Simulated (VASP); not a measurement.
Write the native input for VASP 6.6.1 that does the following.

- Task: single point
- Functional: PBEsol
- Potentials or basis: VASP PAW PBE potentials, release 64 (Al, N)
- Cutoff: 520 eV
- k mesh: 8 × 8 × 3
- Occupations: gaussian, width 0.05 eV
- Spin: no spin polarisation
- Dipole correction: no
- Further INCAR settings: ALGO = Normal; EDIFF = 1e-06; NBANDS = 26

The structure of AlN lies in POSCAR:

```
AlN
1.0
   -3.1135599822      0.0000000000      0.0000000000
   -1.5567799911     -2.6964220408      0.0000000000
    0.0000000000      0.0000000000      9.6667009506
Al N
4 4
Direct
    0.3333333333      0.3333333333      0.9325758056
    0.3333333333      0.3333333333      0.4170586192
    0.6666666667      0.6666666667      0.1593000261
    0.6666666667      0.6666666667      0.6748172124
    0.3333333333      0.3333333333      0.0984585671
    0.3333333333      0.3333333333      0.6139757535
    0.6666666667      0.6666666667      0.3562171603
    0.6666666667      0.6666666667      0.8717343466
```

The input as run:

INCAR

```
PREC = Accurate ; ENCUT = 520
EDIFF = 1E-6 ; ISMEAR = 0
SIGMA = 0.05 ; LREAL = False
LASPH = True ; NELM = 100
ALGO = Normal ; ISIF = 2
LWAVE = False ; LCHARG = False
GGA = PS ; NBANDS = 26
```

KPOINTS

```
regular mesh
0
Gamma
  8 8 3
```

Potentials or basis: VASP PAW PBE potentials, release 64 (Al, N).

Launch:

```console
$ cat potpaw_PBE.64/Al/POTCAR potpaw_PBE.64/N/POTCAR > POTCAR
$ mpirun -np 1 vasp_std > vasp.out
```

Results of the run:

```json
{
  "Pressure": "10.5 GPa",
  "Largest force": "8.272 eV/Å",
  "Band gap on the k mesh": "4.31 eV, direct"
}
```

Caveat: the PAW data sets were made with another functional, which shifts forces and pressure a little.

Wall time 96 s on 1 thread of AMD EPYC 7R13 (shared host), peak memory 0.17 GiB.
